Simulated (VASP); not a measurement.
Runs of VASP 6.6.1 on Rb. The structure is that of space group Pm-3m (No. 221), or close to it. The cells are those of the table. This isn't the form of Rb at room conditions, which is bcc.

| cell | gap on the mesh (eV) | pressure (GPa) |
| --- | --- | --- |
| a = 4.520, b = 4.532, c = 4.541 Å, 1 atom | none | 0.1 |
| a = 4.614, b = 4.626, c = 4.635 Å, 1 atom | none | (a) |
| a = 4.422, b = 4.433, c = 4.442 Å, 1 atom | none | 0.3 |
| a = 4.568, b = 4.579, c = 4.589 Å, 1 atom | none | 0.1 |
| a = 4.471, b = 4.483, c = 4.492 Å, 1 atom | none | 0.2 |

Alike in all rows: task single point; level PBE; potentials or basis VASP PAW PBE potentials, release 64 (Rb_sv); no spin polarisation; k mesh 12 × 12 × 12; cutoff (eV) 520; smearing gaussian 0.1 eV.

Problem. Fill in the values left out.

Solution. (a) 0.0.

A k mesh can miss the band edges, and the runs leave out spin-orbit coupling on Rb.

A gap of «none» marks levels without a gap at the run's occupations.
